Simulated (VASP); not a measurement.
Input of a VASP 6.6.1 run:

The input INCAR:

```
SYSTEM = SnO2
ALGO = Normal ; EDIFF = 1E-6
ENCUT = 520 ; GGA = PE
ISIF = 2 ; ISMEAR = 0
LASPH = .True. ; LCHARG = .False.
LREAL = .False. ; LWAVE = .False.
NBANDS = 35 ; NELM = 60
PREC = Accurate ; SIGMA = 0.05
```

Contents of KPOINTS:

```
k-points
0
Gamma
  10 10 10
  0 0 0
```

POSCAR

```
SnO2
1.0
   -2.0262505044      2.0262505044      5.1806864801
    2.0262505044     -2.0262505044      5.1806864801
    2.0262505044      2.0262505044     -5.1806864801
Sn O
2 4
Direct
    0.7500000000      0.2500000000      0.5000000000
    0.0000000000      0.0000000000      0.0000000000
    0.7409742737      0.7409742737      0.0000000000
    0.9524019562      0.4524019562      0.5000000000
    0.2024019562      0.2024019562      0.0000000000
    0.5475980438      0.0475980438      0.5000000000
```

Potentials or basis: VASP PAW PBE potentials, release 64 (Sn_d, O).

Command:

```console
$ cat potpaw_PBE.64/Sn_d/POTCAR potpaw_PBE.64/O/POTCAR > POTCAR
$ mpirun -np 1 vasp_std > vasp.out
```

Q: What does it give for the band gap on the k mesh?

A: 0.07 eV, indirect (least direct gap 0.73 eV).

Q: Predict the largest force.

A: 2.523 eV/Å.

Forces on the atoms (eV/Å):
```
Sn   0.000  0.000 -0.774
Sn   0.000  0.000  0.739
O    0.000  0.000  2.523
O    0.000  0.000 -0.965
O    0.000  0.000 -0.137
O    0.000  0.000 -1.386
```

Caveat: the cell differs from its parent crystal (atom 3 (O) moved by +0.000 Å along [0 1 0] and -0.587 Å along [0 0 1]); spin-orbit coupling is left out, which moves the levels of the heavy elements; forces of over 1 eV/Å act on the atoms, so gaps and moduli don't describe the material at rest. A k mesh can miss the band edges.
